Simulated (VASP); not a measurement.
# TaSi2 (P6_222) in VASP: notebook, part 3 of 3

VASP 6.6.1. The steps go on from the part before.

### 4 Single point, PBEsol+D3(BJ)

This run uses another cell than the first one, of 14.43 Å³/atom, 1.023 times its volume.

File INCAR:

```
SYSTEM = TaSi2
PREC = Accurate ; ENCUT = 520
EDIFF = 1E-7 ; ISMEAR = -1
SIGMA = 0.05 ; LREAL = .FALSE.
LASPH = .TRUE. ; NELM = 80
ALGO = Normal ; ISIF = 2
LWAVE = .FALSE. ; LCHARG = .FALSE.
GGA = PS ; IVDW = 12
NBANDS = 38
```

File KPOINTS:

```
regular mesh
0
G
  7 7 4
  0 0 0
```

File POSCAR:

```
TaSi2
1.0
    4.7800000000      0.0000000000      0.0000000000
   -2.3900000000      4.1396014301      0.0000000000
    0.0000000000      0.0000000000      6.5640000000
Ta Si
3 6
Direct
    0.0000000000      0.5000000000      0.1666666667
    0.5000000000      0.5000000000      0.8333333333
    0.5000000000      0.0000000000      0.5000000000
    0.3333000000      0.1666500000      0.1666666667
    0.1666500000      0.8333500000      0.8333333333
    0.8333500000      0.6667000000      0.5000000000
    0.6667000000      0.8333500000      0.1666666667
    0.8333500000      0.1666500000      0.8333333333
    0.1666500000      0.3333000000      0.5000000000
```

Potentials or basis: VASP PAW PBE potentials, release 64 (Ta_pv, Si).

The run is started by

```
$ cat potpaw_PBE.64/Ta_pv/POTCAR potpaw_PBE.64/Si/POTCAR > POTCAR
$ mpirun -np 1 vasp_std > vasp.out
```

OUTCAR:

```text
SYSTEM = TaSi2
   PREC = Accurate
   ENCUT = 520
   EDIFF = 1E-7
   ISMEAR = -1
   LREAL = .FALSE.
   LASPH = .TRUE.
   NELM = 80
   ISIF = 2
   GGA = PS
   IVDW = 12
 IVDW          = 12

 ion  position               nearest neighbor table
   1  0.000  0.500  0.167-   6 2.59   9 2.59   8 2.59   5 2.59   4 2.76   7 2.76   4 2.76   7 2.76
                             7 2.76   4 2.76   3 3.24   3 3.24   2 3.24   2 3.24
   2  0.500  0.500  0.833-   6 2.59   9 2.59   7 2.59   4 2.59   5 2.76   8 2.76   5 2.76   8 2.76
                             8 2.76   5 2.76   3 3.24   3 3.24   1 3.24   1 3.24
   3  0.500  0.000  0.500-   4 2.59   7 2.59   5 2.59   8 2.59   9 2.76   6 2.76   9 2.76   6 2.76
                             9 2.76   6 2.76   2 3.24   1 3.24   2 3.24   1 3.24
   4  0.333  0.167  0.167-   9 2.59   5 2.59   3 2.59   2 2.59   7 2.76   1 2.76   1 2.76   1 2.76
                             7 2.76   7 2.76
   5  0.167  0.833  0.833-   6 2.59   4 2.59   3 2.59   1 2.59   8 2.76   2 2.76   2 2.76   2 2.76
                             8 2.76   8 2.76
   6  0.833  0.667  0.500-   5 2.59   7 2.59   1 2.59   2 2.59   9 2.76   3 2.76   3 2.76   3 2.76
                             9 2.76   9 2.76
   7  0.667  0.833  0.167-   6 2.59   8 2.59   3 2.59   2 2.59   4 2.76   1 2.76   1 2.76   1 2.76
                             4 2.76   4 2.76
   8  0.833  0.167  0.833-   9 2.59   7 2.59   3 2.59   1 2.59   5 2.76   2 2.76   2 2.76   2 2.76
                             5 2.76   5 2.76
   9  0.167  0.333  0.500-   8 2.59   4 2.59   1 2.59   2 2.59   6 2.76   3 2.76   3 2.76   3 2.76
                             6 2.76   6 2.76

  LATTYP: Found a hexagonal cell.
 ALAT       =     4.7800000000
 C/A-ratio  =     1.3732217573

  Lattice vectors:

 A1 = (   4.7800000000,   0.0000000000,   0.0000000000)
 A2 = (  -2.3900000000,   4.1396014301,   0.0000000000)
 A3 = (   0.0000000000,   0.0000000000,   6.5640000000)

Analysis of symmetry for initial positions (statically):
=====================================================================
 Subroutine PRICEL returns:
 Original cell was already a primitive cell.

 Routine SETGRP: Setting up the symmetry group for a
 hexagonal supercell.

 Subroutine GETGRP returns: Found 12 space group operations
 (whereof  4 operations were pure point group operations)
 out of a pool of 24 trial point group operations.

The static configuration has the point symmetry D_2 .
 The point group associated with its full space group is D_6 .

Analysis of symmetry for dynamics (positions and initial velocities):
=====================================================================
 Subroutine PRICEL returns:
 Original cell was already a primitive cell.

 Routine SETGRP: Setting up the symmetry group for a
 hexagonal supercell.

 Subroutine GETGRP returns: Found 12 space group operations
 (whereof  4 operations were pure point group operations)
 out of a pool of 24 trial point group operations.

The dynamic configuration has the point symmetry D_2 .
 The point group associated with its full space group is D_6 .

 Subroutine INISYM returns: Found 12 space group operations
 (whereof  4 operations are pure point group operations),
 and found     1 'primitive' translations

----------------------------------------------------------------------------------------

                                     Primitive cell

  volume of cell :     129.8838
[... 84 lines left out ...]
   k-points           NKPTS =     24   k-points in BZ     NKDIM =     24   number of bands    NBANDS=     38
   number of dos      NEDOS =    301   number of ions     NIONS =      9
   total plane-waves  NPLWV =  64800
   dimension x,y,z NGX =    36 NGY =   36 NGZ =   50
   dimension x,y,z NGXF=    72 NGYF=   72 NGZF=  100
   ions per type =               3   6
   NGX,Y,Z   is equivalent  to a cutoff of  12.52, 12.52, 12.66 a.u.
   NGXF,Y,Z  is equivalent  to a cutoff of  25.04, 25.04, 25.33 a.u.
 SYSTEM =  TaSi2
   PREC   = accura    normal or accurate (medium, high low for compatibility)
   ISTART =      0    job   : 0-new  1-cont  2-samecut
   ICHARG =      2    charge: 1-file 2-atom 10-const
   ISPIN  =      1    spin polarized calculation?
   LNONCOLLINEAR =      F non collinear calculations
   LSORBIT =      F    spin-orbit coupling
   LASPH  =      T    aspherical Exc in radial PAW
   ENCUT  =  520.0 eV  38.22 Ry    6.18 a.u.   8.89  8.89 12.20*2*pi/ulx,y,z
   NELM   =     80;   NELMIN=  2; NELMDL= -5     # of ELM steps
   EDIFF  = 0.1E-06   stopping-criterion for ELM
   LREAL  =      F    real-space projection
   EDIFFG = 0.1E-05   stopping-criterion for IOM
   NSW    =      0    number of steps for IOM
   IBRION =     -1    ionic relax: 0-MD 1-quasi-New 2-CG
   NFREE  =      0    steps in history (QN), initial steepest desc. (CG)
   ISIF   =      2    stress and relaxation
   ISYM   =      2    0-nonsym 1-usesym 2-fastsym
   POTIM  = 0.5000    time-step for ionic-motion
   TEBEG  =    0.0;   TEEND  =   0.0 temperature during run
   PSTRESS=    0.0 pullay stress
   NELECT =      57.0000    total number of electrons
   NUPDOWN=      -1.0000    fix difference up-down
   EMIN   =  10.00;   EMAX   =-10.00  energy-range for DOS
   EFERMI =   0.00;   METHOD = LEGACY
   ISMEAR =    -1;   SIGMA  =   0.05  broadening in eV -4-tet -1-fermi 0-gaus
   EFERMI_NEDOS =   21; number of points for ismear=-14 and -15
   IALGO  =     38    algorithm
   IMIX   =      4    mixing-type and parameters
     AMIX     =   0.40;   BMIX     =  1.00
     AMIX_MAG =   1.60;   BMIX_MAG =  1.00
  volume/ion in A,a.u.               =      14.43        97.39
  Fermi-wavevector in a.u.,A,eV,Ry     =   1.244079  2.350969 21.058195  1.547734
  Thomas-Fermi vector in A             =   2.378362
   LORBIT       =      0    0 simple, 1 ext, 2 COOP (PROOUT), +10 PAW based schemes
   GGA     = PS    functional components
   LHFCALC =     F    Hartree Fock is set to
   AEXX    =    0.0000 exact exchange contribution
   IVDW    =    12    specifies the selected vdW correction
   LEPSILON=     F    determine dielectric tensor
   LRPA    =     F    only Hartree local field effects (RPA)
 non-spin polarized calculation
  energy-cutoff  :      520.00
  volume of cell :      129.88
 maximum number of plane-waves:      3523
 NGX is ok and might be reduce to    36
   NGX = 17   NGY = 17   NGZ = 25

 number of electron      57.0000001 magnetization

 Free energy of the ion-electron system (eV)
  ---------------------------------------------------
  ext. energy  EPLUGINS =         0.00000000
  ---------------------------------------------------
  free energy    TOTEN  =       -77.22735517 eV

  energy without entropy =      -77.19346135  energy(sigma->0) =      -77.21040826

 E-fermi :   9.2919     XC(G=0): -12.1625

 val. band max:        9.2913058040   @ k =   0.2857   0.2857   0.2500
 cond. band min:       9.3204514729   @ k =   0.2857   0.1429   0.2500
 fundamental gap:      0.0291456689
 Fermi energy:         9.2918650710

 k-point     1 :       0.0000    0.0000    0.0000
  band No.  band energies     occupation
      1     -25.0344      2.00000
      2     -25.0344      2.00000
      3     -25.0337      2.00000
      4     -24.9289      2.00000
      5     -24.9289      2.00000
      6     -24.8678      2.00000
[... 973 lines left out ...]
     37      12.7743      0.00000
     38      13.0375      0.00000

------------------------ aborting loop because EDIFF is reached ----------------------------------------

 Edisp (eV)   -4.78599

 E8    (eV) :    -3.2733

  FORCE on cell =-STRESS in cart. coord.  units (eV):
  Direction    XX          YY          ZZ          XY          YZ          ZX
  --------------------------------------------------------------------------------------
  -------------------------------------------------------------------------------------
  Total      -6.43706    -6.43706    -4.08304     0.00000     0.00000     0.00000
  in kB     -79.40409   -79.40409   -50.36615     0.00000     0.00000     0.00000
  external pressure =      -69.72 kB  Pullay stress =        0.00 kB

 VOLUME and BASIS-vectors are now :
 -----------------------------------------------------------------------------
  energy-cutoff  :      520.00
  volume of cell :      129.88
      direct lattice vectors                 reciprocal lattice vectors
     4.780000000  0.000000000  0.000000000     0.209205021  0.120784575  0.000000000
    -2.390000000  4.139601430  0.000000000     0.000000000  0.241569150  0.000000000
     0.000000000  0.000000000  6.564000000     0.000000000  0.000000000  0.152346130

 POSITION                                       TOTAL-FORCE (eV/Angst)
 -----------------------------------------------------------------------------------
     -1.19500      2.06980      1.09400        -0.000000      0.000000     -0.000000
      1.19500      2.06980      5.47000        -0.000000      0.000000     -0.000000
      2.39000      0.00000      3.28200        -0.000000      0.000000      0.000000
      1.19488      0.68986      1.09400        -0.647898     -0.374064      0.000000
     -1.19512      3.44974      5.47000        -0.647898      0.374064      0.000000
      2.39000      2.75987      3.28200        -0.000000      0.748128      0.000000
      1.19512      3.44974      1.09400         0.647898      0.374064      0.000000
      3.58512      0.68986      5.47000         0.647898     -0.374064      0.000000
     -0.00000      1.37973      3.28200        -0.000000     -0.748128      0.000000
 -----------------------------------------------------------------------------------
    total drift:                                0.000000      0.000000      0.000000

  FREE ENERGIE OF THE ION-ELECTRON SYSTEM (eV)
  ---------------------------------------------------
  free  energy   TOTEN  =       -82.0133441620 eV

  energy  without entropy=      -81.9794503454  energy(sigma->0) =      -81.99639725
```

It took 2 min on 1 thread of Intel Xeon Platinum 8375C at 2.90GHz (Ice Lake), shared host; peak memory 0.3 GiB.

Results:

```yaml
Free_energy: -82.0133 eV
Pressure: -7.0 GPa
Largest_force: 0.748 eV/Å
Dispersion_energy_per_atom: -0.532 eV
```

Forces on the atoms (eV/Å):
```
Ta   0.000  0.000  0.000
Ta   0.000  0.000  0.000
Ta   0.000  0.000  0.000
Si  -0.648 -0.374  0.000
Si  -0.648  0.374  0.000
Si   0.000  0.748  0.000
Si   0.648  0.374  0.000
Si   0.648 -0.374  0.000
Si   0.000 -0.748  0.000
```

Caveat: three body term missing; the PAW data sets were made with another functional, which shifts forces and pressure a little; spin-orbit coupling is left out, which moves the levels of the heavy elements; pairwise dispersion overbinds metals, which lowers pressure and volume.

### 5 Overview

| level | cell | gap on the mesh (eV) | pressure (GPa) | largest force (eV/Å) |
| --- | --- | --- | --- | --- |
| PBEsol+D4 | a = 4.734, b = 4.734, c = 6.543 Å, angles 90.0, 90.0, 120.0°, 9 atoms | none | 0.3 | 0.01 |
| PBEsol | a = 4.757, b = 4.757, c = 6.565 Å, angles 90.0, 90.0, 120.0°, 9 atoms | none | 0.3 | - |
| PBEsol+D3(BJ) | a = 4.780, b = 4.780, c = 6.564 Å, angles 90.0, 90.0, 120.0°, 9 atoms | none | -7.0 | 0.75 |

Alike in all rows: task single point; potentials or basis VASP PAW PBE potentials, release 64 (Ta_pv, Si); no spin polarisation; k mesh 7 × 7 × 4; cutoff (eV) 520; smearing fermi-dirac 0.05 eV.

Caveats: the PAW data sets were made with another functional, which shifts forces and pressure a little; spin-orbit coupling is left out, which moves the levels of the heavy elements; pairwise dispersion overbinds metals, which lowers pressure and volume (some runs); three body term missing (some runs).

Total energies depend on the potentials used, so only differences within one code and one set of settings carry meaning.
